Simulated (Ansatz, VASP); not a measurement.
## Two plane-wave programs on P

```
P
1.0
     2.70432    0.00000    0.00000
    -1.35216    2.34201    0.00000
     0.00000    0.00000    9.26259
P
4
Direct
  0.00000 0.00000 0.00000
  0.00000 0.00000 0.50000
  0.33333 0.66667 0.75000
  0.66667 0.33333 0.25000
```

Alike in both runs: functional PBE; k mesh 6 × 6 × 2; occupations gaussian, width 0.1 eV; no spin polarisation.

Ansatz relaxed the structure, and its values are those at the end. VASP's run is a single point on that final structure, the one shown.

```csv
,VASP,Ansatz
version,VASP 6.6.1,Ansatz 0.2.0
potentials or method,"VASP PAW PBE potentials, release 64 (P), cutoff 520 eV","scalar-relativistic, plane waves, PAW"
valence electrons in the cell,20,20
```

```csv
,VASP,Ansatz,Ansatz less VASP
gap on the k mesh at the Fermi level (eV),none,none,-
pressure (GPa),-0.3,-0.2,+0.17
```

A gap of «none» marks a metal or a gap that the smearing closes. With one functional, cell and mesh, what is left measures potentials, basis and numerics.

The k mesh is coarse, so the values compare programs but aren't converged.
